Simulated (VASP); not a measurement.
Here is a VASP 6.6.1 calculation.

The input INCAR:

```
SYSTEM = KTaO3
PREC = Accurate
ENCUT = 520
EDIFF = 1E-6
ISMEAR = -1
SIGMA = 0.01
LREAL = .False.
LASPH = .True.
NELM = 100
ALGO = Normal
ISIF = 2
LWAVE = .False.
LCHARG = .True.
GGA = CA
LELF = .True.
LVHAR = .True.
NBANDS = 27
```

The input KPOINTS:

```
Automatic mesh
0
Gamma
  5 5 5
  0 0 0
```

The input POSCAR:

```
KTaO3
1.0
    3.9883000000      0.0000000000      0.0000000000
    0.0000000000      3.9883000000      0.0000000000
    0.0000000000      0.0000000000      3.9085340000
K Ta O
1 1 3
Direct
    0.5000000000      0.5000000000      0.5000000000
    0.0000000000      0.0000000000      0.0000000000
    0.5000000000      0.0000000000      0.0000000000
    0.0000000000      0.5000000000      0.0000000000
    0.0000000000      0.0000000000      0.5000000000
```

Potentials or basis: VASP PAW LDA potentials, release 64 (K_sv, Ta_pv, O).

Run with:

```sh
$ cat potpaw_LDA.64/K_sv/POTCAR potpaw_LDA.64/Ta_pv/POTCAR potpaw_LDA.64/O/POTCAR > POTCAR
$ mpirun -np 1 vasp_std > vasp.out
```

Q: Predict the band gap on the k mesh.

A: 2.15 eV (least direct gap 2.63 eV).

Q: Estimate the pressure.

A: -0.1 GPa.

Stress tensor (GPa, compression positive):
```
-2.87  0.00  0.00
 0.00 -2.87  0.00
 0.00  0.00  5.56
```

Caveat: the cell differs from its parent crystal (zz strain of -2 %); spin-orbit coupling is left out, which moves the levels of the heavy elements; an odd mesh through Γ misses points on the zone boundary, where band edges can lie.
